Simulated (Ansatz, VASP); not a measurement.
# One calculation of TaN, two programs

```
Ta N
1.0
     0.00000    2.21132    2.21132
     2.21132    0.00000    2.21132
     2.21132    2.21132    0.00000
Ta N
1 1
Direct
  0.50000 0.50000 0.50000
  0.00000 0.00000 0.00000
```

Alike in both runs: functional r2SCAN; k mesh 10 × 10 × 10; occupations fermi-dirac, width 0.05 eV; no spin polarisation; Hubbard terms Ta d U = 3.0 eV.

```csv
,VASP,Ansatz
version,VASP 6.6.1,Ansatz 0.2.0
potentials or method,"VASP PAW PBE potentials, release 64 (Ta_sv_GW, N)",Ansatz PAW
plane-wave cutoff (eV),770,500
valence electrons in the cell,18,18
task,single point,projected density of states
```

VASP gave:

```
gap on the k mesh at the Fermi level (eV) : none
pressure (GPa)                            : 2.6
```

**Question.** What did Ansatz give for the same quantities?

**Answer.** gap on the k mesh at the Fermi level (eV): none; pressure (GPa): -3.4.

VASP's potentials were made for PBE, not for r2SCAN. The programs project onto different local orbitals, so the same U acts differently, and such runs can settle in different states. A gap of «none» marks a metal or a gap that the smearing closes.

Neither program's run includes spin-orbit coupling.
